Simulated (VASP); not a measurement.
# GaAs (a) (F-43m) in VASP: further runs, part 2 of 2

VASP 6.6.1.

## 4. Relaxation of cell and atoms, PBEsol

This run uses another cell than the first one, of 23.77 Å³/atom, 1.049 times its volume.

The input, INCAR:

```
PREC = Accurate ; ENCUT = 500
EDIFF = 1E-7 ; ISMEAR = 0
SIGMA = 0.01 ; LREAL = F
LASPH = T ; NELM = 120
ALGO = Normal ; ISIF = 3
LWAVE = F ; LCHARG = F
GGA = PS ; IBRION = 2
NSW = 100 ; EDIFFG = -0.002
GGA_COMPAT = F ; NELMIN = 4
```

The input, KPOINTS:

```
regular mesh
0
Gamma
  10 10 10
```

The input, POSCAR:

```
GaAs
1.0
    0.0000000000      2.8750910500      2.8750910500
    2.8750910500      0.0000000000      2.8750910500
    2.8750910500      2.8750910500      0.0000000000
Ga As
1 1
Direct
    0.0000000000      0.0000000000      0.0000000000
    0.2500000000      0.2500000000      0.2500000000
```

Potentials or basis: VASP PAW PBE potentials, release 64 (Ga_d, As).

Started as:

```console
$ cat potpaw_PBE.64/Ga_d/POTCAR potpaw_PBE.64/As/POTCAR > POTCAR
$ mpirun -np 1 vasp_std > vasp.out
```

OUTCAR:

```text
PREC = Accurate
   ENCUT = 500
   EDIFF = 1E-7
   ISMEAR = 0
   LREAL = F
   LASPH = T
   NELM = 120
   ISIF = 3
   GGA = PS
   IBRION = 2
   NSW = 100
   EDIFFG = -0.002
   NELMIN = 4

 ion  position               nearest neighbor table
   1  0.000  0.000  0.000-   2 2.49   2 2.49   2 2.49   2 2.49
   2  0.250  0.250  0.250-   1 2.49   1 2.49   1 2.49   1 2.49

  LATTYP: Found a face centered cubic cell.
 ALAT       =     5.7501821000

  Lattice vectors:

 A1 = (   0.0000000000,   2.8750910500,   2.8750910500)
 A2 = (   2.8750910500,   0.0000000000,   2.8750910500)
 A3 = (   2.8750910500,   2.8750910500,   0.0000000000)

Analysis of symmetry for initial positions (statically):
=====================================================================
 Subroutine PRICEL returns:
 Original cell was already a primitive cell.

 Routine SETGRP: Setting up the symmetry group for a
 face centered cubic supercell.

 Subroutine GETGRP returns: Found 24 space group operations
 (whereof 24 operations were pure point group operations)
 out of a pool of 48 trial point group operations.

The static configuration has the point symmetry T_d .

Analysis of symmetry for dynamics (positions and initial velocities):
=====================================================================
 Subroutine PRICEL returns:
 Original cell was already a primitive cell.

 Routine SETGRP: Setting up the symmetry group for a
 face centered cubic supercell.

 Subroutine GETGRP returns: Found 24 space group operations
 (whereof 24 operations were pure point group operations)
 out of a pool of 48 trial point group operations.

The dynamic configuration has the point symmetry T_d .

 Subroutine INISYM returns: Found 24 space group operations
 (whereof 24 operations are pure point group operations),
 and found     1 'primitive' translations

[... 135 lines left out ...]

 number of electron      17.9999988 magnetization

 Free energy of the ion-electron system (eV)
  ---------------------------------------------------
  ext. energy  EPLUGINS =         0.00000000
  ---------------------------------------------------
  free energy    TOTEN  =        -9.07195392 eV

  energy without entropy =       -9.07195392  energy(sigma->0) =       -9.07195392

------------------------ aborting loop because EDIFF is reached ----------------------------------------

  FORCE on cell =-STRESS in cart. coord.  units (eV):
  Direction    XX          YY          ZZ          XY          YZ          ZX
  --------------------------------------------------------------------------------------
  -------------------------------------------------------------------------------------
  Total       -0.8492295     -0.8492295     -0.8492295      0.0000000      0.0000000      0.0000000
  in kB      -28.6253536    -28.6253536    -28.6253536      0.0000000      0.0000000      0.0000000
  external PRESSURE =     -28.6253536 kB  Pullay stress =       0.0000000 kB
[... 59 lines left out ...]
--------------------------------------- Ionic step        3  -------------------------------------------

 number of electron      17.9999991 magnetization

 Free energy of the ion-electron system (eV)
  ---------------------------------------------------
  ext. energy  EPLUGINS =         0.00000000
  ---------------------------------------------------
  free energy    TOTEN  =        -9.09160566 eV

  energy without entropy =       -9.09160566  energy(sigma->0) =       -9.09160566

 E-fermi :   3.8389     XC(G=0):  -9.7500

 val. band max:        3.7559274071   @ k =   0.0000   0.0000   0.0000
 cond. band min:       4.1738263782   @ k =   0.0000   0.0000   0.0000
 fundamental gap:      0.4178989711
 Fermi energy:         3.8388979146

 k-point     1 :       0.0000    0.0000    0.0000
  band No.  band energies     occupation
      1     -11.0085      2.00000
      2     -11.0085      2.00000
      3     -11.0085      2.00000
      4     -10.9297      2.00000
      5     -10.9297      2.00000
      6      -8.9595      2.00000
      7       3.7559      2.00000
      8       3.7559      2.00000
      9       3.7559      2.00000
     10       4.1738      0.00000
     11       7.4454      0.00000
     12       7.4454      0.00000
     13       7.4454      0.00000
[... 354 lines left out ...]
  band No.  band energies     occupation
      1     -11.1002      2.00000
      2     -10.9726      2.00000
      3     -10.9712      2.00000
      4     -10.9474      2.00000
      5     -10.9202      2.00000
      6      -7.2275      2.00000
      7      -1.9217      2.00000
      8       1.1609      2.00000
      9       1.5051      2.00000
     10       5.5182      0.00000
     11       6.5317      0.00000
     12      10.9696      0.00000
     13      11.6282      0.00000

 [... further k-points ...]

------------------------ aborting loop because EDIFF is reached ----------------------------------------

  FORCE on cell =-STRESS in cart. coord.  units (eV):
  Direction    XX          YY          ZZ          XY          YZ          ZX
  --------------------------------------------------------------------------------------
  -------------------------------------------------------------------------------------
  Total        0.0004477      0.0004477      0.0004477      0.0000000      0.0000000     -0.0000000
  in kB        0.0157970      0.0157970      0.0157970      0.0000000      0.0000000     -0.0000000
  external PRESSURE =       0.0157970 kB  Pullay stress =       0.0000000 kB
[... 17 lines left out ...]
  FREE ENERGIE OF THE ION-ELECTRON SYSTEM (eV)
  ---------------------------------------------------
  free  energy   TOTEN  =        -9.0916056578 eV

  energy  without entropy=       -9.0916056578  energy(sigma->0) =       -9.09160566

 reached required accuracy - stopping structural energy minimisation
```

CONTCAR:

```text
GaAs
   1.00000000000000
     0.0000000000000000    2.8316894360319451    2.8316894360319451
     2.8316894360319451    0.0000000000000000    2.8316894360319451
     2.8316894360319451    2.8316894360319451    0.0000000000000000
  Ga              As
     1     1
Direct
     0.0000000000000000    0.0000000000000000    0.0000000000000000
     0.2500000000000000    0.2500000000000000    0.2500000000000000

  0.00000000E+00  0.00000000E+00  0.00000000E+00
  0.00000000E+00  0.00000000E+00  0.00000000E+00
```

Wall time 1.7 min (1 thread of Intel Xeon 8259CL, shared host); peak memory 0.19 GiB.

Results:

* Free energy: -9.0916 eV
* Relaxed volume: 22.71 Å³/atom
* Relaxed cell: a = 4.005 Å, b = 4.005 Å, c = 4.005 Å, α = 60.00°, β = 60.00°, γ = 60.00°
* Space group after relaxing (to 0.05 Å): F-43m (No. 216)
* Energy gained by relaxing: 9.8 meV/atom
* Ionic steps: 3
* Pressure after relaxing: 0.0 GPa
* Band gap on the k mesh: 0.42 eV, direct

Step by step:
| step | energy change (eV) | largest force (eV/Å) | pressure (GPa) | volume (Å³) |
| --- | --- | --- | --- | --- |
| 1 | 0.0000 | 0.0000 | -2.86 | 47.53 |
| 2 | -0.0170 | 0.0000 | 1.17 | 44.67 |
| 3 | -0.0197 | 0.0000 | 0.00 | 45.41 |

Final structure:
```xyz
2
Lattice="0.0000 2.8317 2.8317 2.8317 0.0000 2.8317 2.8317 2.8317 0.0000" Properties=species:S:1:pos:R:3 pbc="T T T"
Ga    0.0000    0.0000    0.0000
As    1.4158    1.4158    1.4158
```

Levels at points of the mesh, in eV from the valence-band top:
```csv
k point,band 7,band 8,band 9,band 10,band 11,band 12
"(0.00, 0.00, 0.00)",0.00,0.00,0.00,0.42,3.69,3.69
"(0.50, 0.00, 0.00)",-6.65,-1.14,-1.14,0.91,4.58,4.58
"(0.50, 0.50, 0.00)",-6.83,-2.68,-2.68,1.36,1.58,10.09
```

Caveat: the PAW data sets were made with another functional, which shifts forces and pressure a little. A k mesh can miss the band edges.

## 5. The runs side by side

| task | cell | k mesh | smearing | gap on the mesh (eV) | pressure (GPa) |
| --- | --- | --- | --- | --- | --- |
| single point | a = 4.002 Å, angles 60.0°, 2 atoms | 10 × 10 × 10 | gaussian 0.01 eV | 0.43 | 0.1 |
| single point | a = 4.002 Å, angles 60.0°, 2 atoms | 12 × 12 × 12 | gaussian 0.02 eV | 0.43 | 0.2 |
| relaxation of cell and atoms | relaxed from a = 4.066 Å, angles 60.0°, 2 atoms | 10 × 10 × 10 | gaussian 0.01 eV | 0.42 | 0.0 |

Alike in all rows: level PBEsol; potentials or basis VASP PAW PBE potentials, release 64 (Ga_d, As); no spin polarisation; cutoff (eV) 500.

Caveats: the PAW data sets were made with another functional, which shifts forces and pressure a little.

Absolute energies hang on the potentials; compare differences alone.
